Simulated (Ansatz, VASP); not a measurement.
One calculation of BAs, two programs

```xyz
2
Lattice="3.3751 0.0000 0.0000 -1.6876 2.9230 0.0000 0.0000 0.0000 23.8000" Properties=species:S:1:pos:R:3 pbc="T T T"
B     0.0000    1.9486    7.0000
As    1.6876    0.9743    7.0000
```

Alike in both runs: functional PBE; dispersion D3(BJ); k mesh 12 × 12 × 1; occupations gaussian, width 0.03 eV; no spin polarisation.

Ansatz relaxed the structure, and its values are those at the end. VASP's run is a single point on that final structure, the one shown.

```csv
,VASP,Ansatz
version,VASP 6.6.1,Ansatz 0.2.0
potentials or method,"VASP PAW PBE potentials, release 64 (B, As), cutoff 420 eV","scalar-relativistic, plane waves, PAW"
valence electrons in the cell,8,18
```

|  | VASP | Ansatz | Ansatz less VASP |
| --- | --- | --- | --- |
| gap on the k mesh at the Fermi level (eV) | 0.74 | 0.75 | +0.010 |
| least direct gap on the mesh (eV) | 0.74 | 0.75 | +0.010 |

VASP's potentials hold 8 valence electrons a cell and Ansatz's 18, so a difference there can come from the potentials and not from the codes. Ansatz's warnings: slab cell height set, structure snapped to symmetry.
